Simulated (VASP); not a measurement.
# Sc (Pm-3m) in VASP: a series of runs

Sc is run at these levels: PBEsol; tasks: single point, relaxation of cell and atoms.

Everything below comes from runs of VASP 6.6.1. Logs are shortened: lines on timing, memory, paths and dates and some standing lists are left out, and cuts for length are marked.

## 1. The cell of the first run

It takes space group Pm-3m (No. 221, cubic). The conventional cell has a = 2.380 Å, b = 2.380 Å, c = 2.380 Å, α = 90.00°, β = 90.00°, γ = 90.00°. Sc (site symmetry m-3m) has 6 Sc at 2.38 Å within 3.1 Å.

## 2. Single point, PBEsol

INCAR reads:

```
PREC     = Accurate       # precision mode
ENCUT    = 520            # plane-wave cutoff, eV
EDIFF    = 1E-6           # SCF threshold, eV
ISMEAR   = -1             # smearing method
SIGMA    = 0.05           # smearing width, eV
LREAL    = F              # projectors in reciprocal space
LASPH    = T              # aspherical terms in the spheres
NELM     = 80             # most SCF steps
ALGO     = Normal         # electronic algorithm
ISIF     = 2              # what is computed and relaxed
LWAVE    = F              # write WAVECAR
LCHARG   = T              # write CHGCAR
GGA      = PS             # functional
LELF     = T              # ELF
LVHAR    = T            
NBANDS   = 12             # bands
```

KPOINTS reads:

```
Automatic mesh
0
Gamma
  15 15 15
```

POSCAR reads:

```
Sc
1.0
    2.3795031397      0.0000000000      0.0000000000
    0.0000000000      2.3795031397      0.0000000000
    0.0000000000      0.0000000000      2.3795031397
Sc
1
Direct
    0.0000000000      0.0000000000      0.0000000000
```

Potentials or basis: VASP PAW PBE potentials, release 64 (Sc_sv).

Started as:

```
cat potpaw_PBE.64/Sc_sv/POTCAR > POTCAR
mpirun -np 1 vasp_std > vasp.out
```

OUTCAR:

```text
PREC = Accurate
   ENCUT = 520
   EDIFF = 1E-6
   ISMEAR = -1
   LREAL = F
   LASPH = T
   NELM = 80
   ISIF = 2
   GGA = PS

 ion  position               nearest neighbor table
   1  0.000  0.000  0.000-

  LATTYP: Found a simple cubic cell.
 ALAT       =     2.3795031397

  Lattice vectors:

 A1 = (   2.3795031397,   0.0000000000,   0.0000000000)
 A2 = (   0.0000000000,   2.3795031397,   0.0000000000)
 A3 = (   0.0000000000,   0.0000000000,   2.3795031397)

Analysis of symmetry for initial positions (statically):
=====================================================================
 Subroutine PRICEL returns:
 Original cell was already a primitive cell.

 Routine SETGRP: Setting up the symmetry group for a
 simple cubic supercell.

 Subroutine GETGRP returns: Found 48 space group operations
 (whereof 48 operations were pure point group operations)
 out of a pool of 48 trial point group operations.

The static configuration has the point symmetry O_h .

Analysis of symmetry for dynamics (positions and initial velocities):
=====================================================================
 Subroutine PRICEL returns:
 Original cell was already a primitive cell.

 Routine SETGRP: Setting up the symmetry group for a
 simple cubic supercell.

 Subroutine GETGRP returns: Found 48 space group operations
 (whereof 48 operations were pure point group operations)
 out of a pool of 48 trial point group operations.

The dynamic configuration has the point symmetry O_h .

 Subroutine INISYM returns: Found 48 space group operations
 (whereof 48 operations are pure point group operations),
 and found     1 'primitive' translations

----------------------------------------------------------------------------------------

                                     Primitive cell

  volume of cell :      13.4728

  direct lattice vectors                    reciprocal lattice vectors
     2.379503140  0.000000000  0.000000000     0.420255802  0.000000000  0.000000000
     0.000000000  2.379503140  0.000000000     0.000000000  0.420255802  0.000000000
     0.000000000  0.000000000  2.379503140     0.000000000  0.000000000  0.420255802

  length of vectors
     2.379503140  2.379503140  2.379503140     0.420255802  0.420255802  0.420255802

  position of ions in fractional coordinates (direct lattice)
     0.000000000  0.000000000  0.000000000

  ion indices of the primitive-cell ions
   primitive index   ion index
                 1           1

----------------------------------------------------------------------------------------

 KPOINTS: Automatic mesh

Automatic generation of k-mesh.
 Grid dimensions read from file:
 generate k-points for:   15   15   15

 Generating k-lattice:

  Cartesian coordinates                     Fractional coordinates (reciprocal lattice)
     0.028017053  0.000000000  0.000000000     0.066666667  0.000000000  0.000000000
     0.000000000  0.028017053  0.000000000     0.000000000  0.066666667  0.000000000
     0.000000000  0.000000000  0.028017053     0.000000000  0.000000000  0.066666667

  Length of vectors
     0.028017053  0.028017053  0.028017053

  Shift w.r.t. Gamma in fractional coordinates (k-lattice)
     0.000000000  0.000000000  0.000000000

 Subroutine IBZKPT returns following result:
 ===========================================

 Found    120 irreducible k-points:

 Following reciprocal coordinates:
            Coordinates               Weight
  0.000000  0.000000  0.000000      1.000000
  0.066667  0.000000  0.000000      6.000000
  0.133333  0.000000  0.000000      6.000000
  0.200000  0.000000  0.000000      6.000000
  0.266667  0.000000  0.000000      6.000000
  0.333333  0.000000  0.000000      6.000000
[... 16 lines left out ...]
  0.266667  0.200000  0.000000     24.000000
  0.333333  0.200000  0.000000     24.000000
 [... further k-points ...]
   k-points           NKPTS =    120   k-points in BZ     NKDIM =    120   number of bands    NBANDS=     12
   number of dos      NEDOS =    301   number of ions     NIONS =      1
   total plane-waves  NPLWV =   5832
   dimension x,y,z NGX =    18 NGY =   18 NGZ =   18
   dimension x,y,z NGXF=    36 NGYF=   36 NGZF=   36
   ions per type =               1
   NGX,Y,Z   is equivalent  to a cutoff of  12.58, 12.58, 12.58 a.u.
   NGXF,Y,Z  is equivalent  to a cutoff of  25.15, 25.15, 25.15 a.u.
 SYSTEM =  unknown system
   PREC   = accura    normal or accurate (medium, high low for compatibility)
   ISTART =      0    job   : 0-new  1-cont  2-samecut
   ICHARG =      2    charge: 1-file 2-atom 10-const
   ISPIN  =      1    spin polarized calculation?
   LNONCOLLINEAR =      F non collinear calculations
   LSORBIT =      F    spin-orbit coupling
   LASPH  =      T    aspherical Exc in radial PAW
   ENCUT  =  520.0 eV  38.22 Ry    6.18 a.u.   4.42  4.42  4.42*2*pi/ulx,y,z
   NELM   =     80;   NELMIN=  2; NELMDL= -5     # of ELM steps
   EDIFF  = 0.1E-05   stopping-criterion for ELM
   LREAL  =      F    real-space projection
   EDIFFG = 0.1E-04   stopping-criterion for IOM
   NSW    =      0    number of steps for IOM
   IBRION =     -1    ionic relax: 0-MD 1-quasi-New 2-CG
   NFREE  =      0    steps in history (QN), initial steepest desc. (CG)
   ISIF   =      2    stress and relaxation
   ISYM   =      2    0-nonsym 1-usesym 2-fastsym
   POTIM  = 0.5000    time-step for ionic-motion
   TEBEG  =    0.0;   TEEND  =   0.0 temperature during run
   PSTRESS=    0.0 pullay stress
   NELECT =      11.0000    total number of electrons
   NUPDOWN=      -1.0000    fix difference up-down
   EMIN   =  10.00;   EMAX   =-10.00  energy-range for DOS
   EFERMI =   0.00;   METHOD = LEGACY
   ISMEAR =    -1;   SIGMA  =   0.05  broadening in eV -4-tet -1-fermi 0-gaus
   EFERMI_NEDOS =   21; number of points for ismear=-14 and -15
   IALGO  =     38    algorithm
   IMIX   =      4    mixing-type and parameters
     AMIX     =   0.40;   BMIX     =  1.00
     AMIX_MAG =   1.60;   BMIX_MAG =  1.00
  volume/ion in A,a.u.               =      13.47        90.92
  Fermi-wavevector in a.u.,A,eV,Ry     =   1.530099  2.891467 31.853987  2.341202
  Thomas-Fermi vector in A             =   2.637628
   LORBIT       =      0    0 simple, 1 ext, 2 COOP (PROOUT), +10 PAW based schemes
   GGA     = PS    functional components
   LHFCALC =     F    Hartree Fock is set to
   AEXX    =    0.0000 exact exchange contribution
   IVDW    =     0    specifies the selected vdW correction
   LEPSILON=     F    determine dielectric tensor
   LRPA    =     F    only Hartree local field effects (RPA)
 non-spin polarized calculation
  energy-cutoff  :      520.00
  volume of cell :       13.47
 maximum number of plane-waves:       374
 NGX is ok and might be reduce to    18
   NGX =  9   NGY =  9   NGZ =  9

 number of electron      11.0000005 magnetization

 Free energy of the ion-electron system (eV)
  ---------------------------------------------------
  ext. energy  EPLUGINS =         0.00000000
  ---------------------------------------------------
  free energy    TOTEN  =        -4.51664922 eV

  energy without entropy =       -4.50335649  energy(sigma->0) =       -4.51000286

 E-fermi :   7.9765     XC(G=0): -12.7249

 val. band max:        7.9758060000   @ k =   0.3333   0.3333   0.3333
 cond. band min:       7.9817788695   @ k =   0.4000   0.4000   0.2667
 fundamental gap:      0.0059728696
 Fermi energy:         7.9764569292

 k-point     1 :       0.0000    0.0000    0.0000
  band No.  band energies     occupation
      1     -41.0687      2.00000
      2     -17.9622      2.00000
      3     -17.9622      2.00000
      4     -17.9622      2.00000
      5       2.7396      2.00000
      6       6.2721      2.00000
      7       6.2721      2.00000
      8      15.2712      0.00000
      9      15.2712      0.00000
     10      15.2712      0.00000
     11      28.0814      0.00000
     12      28.0814      0.00000

 k-point     2 :       0.0667    0.0000    0.0000
  band No.  band energies     occupation
      1     -41.0428      2.00000
      2     -18.1192      2.00000
      3     -17.9491      2.00000
      4     -17.9491      2.00000
      5       2.9097      2.00000
      6       6.3204      2.00000
      7       6.4645      2.00000
      8      15.0631      0.00000
      9      15.0631      0.00000
     10      15.2861      0.00000
     11      27.1161      0.00000
     12      28.3632      0.00000

 k-point     3 :       0.1333    0.0000    0.0000
  band No.  band energies     occupation
      1     -40.9690      2.00000
      2     -18.5492      2.00000
      3     -17.9119      2.00000
      4     -17.9119      2.00000
      5       3.3733      2.00000
      6       6.4600      2.00000
      7       7.0220      2.00000
      8      14.5128      0.00000
      9      14.5128      0.00000
     10      15.3283      0.00000
     11      25.2411      0.00000
     12      29.1389      0.00000

 k-point     4 :       0.2000    0.0000    0.0000
  band No.  band energies     occupation
      1     -40.8583      2.00000
      2     -19.1506      2.00000
      3     -17.8565      2.00000
      4     -17.8565      2.00000
      5       4.0330      2.00000
      6       6.6734      2.00000
      7       7.8532      1.84327
      8      13.7822      0.00000
      9      13.7822      0.00000
     10      15.3912      0.00000
     11      23.3711      0.00000
     12      30.2604      0.00000

 k-point     5 :       0.2667    0.0000    0.0000
  band No.  band energies     occupation
      1     -40.7280      2.00000
      2     -19.8016      2.00000
      3     -17.7922      2.00000
      4     -17.7922      2.00000
      5       4.8097      2.00000
      6       6.9312      2.00000
      7       8.7475      0.00000
      8      13.0304      0.00000
      9      13.0304      0.00000
     10      15.4642      0.00000
     11      21.8612      0.00000
     12      29.1271      0.00000
[... 228 lines left out ...]
      1     -40.3482      2.00000
      2     -20.9774      2.00000
      3     -18.1777      2.00000
      4     -17.6076      2.00000
      5       7.3635      1.99999
      6       7.8114      1.92900
      7       8.5967      0.00001
      8      11.7835      0.00000
      9      12.9454      0.00000
     10      15.0081      0.00000
     11      20.5056      0.00000
     12      26.9698      0.00000

 k-point    22 :       0.2000    0.2000    0.0000
  band No.  band energies     occupation
      1     -40.6527      2.00000
      2     -19.0674      2.00000
      3     -18.9407      2.00000
      4     -17.7540      2.00000
      5       5.0683      2.00000
      6       7.5299      1.99974
      7       8.8307      0.00000
      8      12.3890      0.00000
      9      13.7772      0.00000
     10      14.2107      0.00000
     11      24.1958      0.00000
     12      25.5259      0.00000

 k-point    23 :       0.2667    0.2000    0.0000
  band No.  band energies     occupation
      1     -40.5255      2.00000
      2     -19.6415      2.00000
      3     -18.9087      2.00000
      4     -17.6916      2.00000
      5       5.5773      2.00000
      6       7.7074      1.99084
      7       9.5539      0.00000
      8      12.1501      0.00000
      9      13.2224      0.00000
     10      14.1712      0.00000
     11      22.8450      0.00000
     12      25.9445      0.00000

 k-point    24 :       0.3333    0.2000    0.0000
  band No.  band energies     occupation
      1     -40.4007      2.00000
      2     -20.2122      2.00000
      3     -18.8251      2.00000
      4     -17.6313      2.00000
      5       6.0237      2.00000
      6       7.7823      1.95964
      7       9.8427      0.00000
      8      12.6210      0.00000
      9      12.6224      0.00000
     10      14.2621      0.00000
     11      21.5495      0.00000
     12      26.5516      0.00000

 [... further k-points ...]
[... 5 lines left out ...]
  --------------------------------------------------------------------------------------
  -------------------------------------------------------------------------------------
  Total        5.0100261      5.0100261      5.0100261      0.0000000      0.0000000      0.0000000
  in kB      595.7879584    595.7879584    595.7879584      0.0000000      0.0000000      0.0000000
  external PRESSURE =     595.7879584 kB  Pullay stress =       0.0000000 kB

 VOLUME and BASIS-vectors are now :
 -----------------------------------------------------------------------------
  energy-cutoff  :      520.00
  volume of cell :       13.47
      direct lattice vectors                 reciprocal lattice vectors
     2.379503140  0.000000000  0.000000000     0.420255802  0.000000000  0.000000000
     0.000000000  2.379503140  0.000000000     0.000000000  0.420255802  0.000000000
     0.000000000  0.000000000  2.379503140     0.000000000  0.000000000  0.420255802

 POSITION                                       TOTAL-FORCE (eV/Angst)
 -----------------------------------------------------------------------------------
      0.00000      0.00000      0.00000         0.000000      0.000000      0.000000
 -----------------------------------------------------------------------------------
    total drift:                                0.000000      0.000000      0.000000

  FREE ENERGIE OF THE ION-ELECTRON SYSTEM (eV)
  ---------------------------------------------------
  free  energy   TOTEN  =        -4.5166492229 eV

  energy  without entropy=       -4.5033564911  energy(sigma->0) =       -4.51000286
```

Wall time 11 s (1 thread of Intel Xeon Platinum 8375C at 2.90GHz (Ice Lake), shared host); peak memory 0.13 GiB.

What came out:

```
Free energy : -4.5166 eV
Pressure    : 59.6 GPa
```

Levels at points of the mesh, in eV from the Fermi level:
```csv
k point,band 1,band 2,band 3,band 4,band 5,band 6,band 7,band 8,band 9,band 10
"(0.00, 0.00, 0.00)",-49.05,-25.94,-25.94,-25.94,-5.24,-1.70,-1.70,7.29,7.29,7.29
```

Caveat: the PAW data sets were made with another functional, which shifts forces and pressure a little.

(Continued in part 2 of 2.)
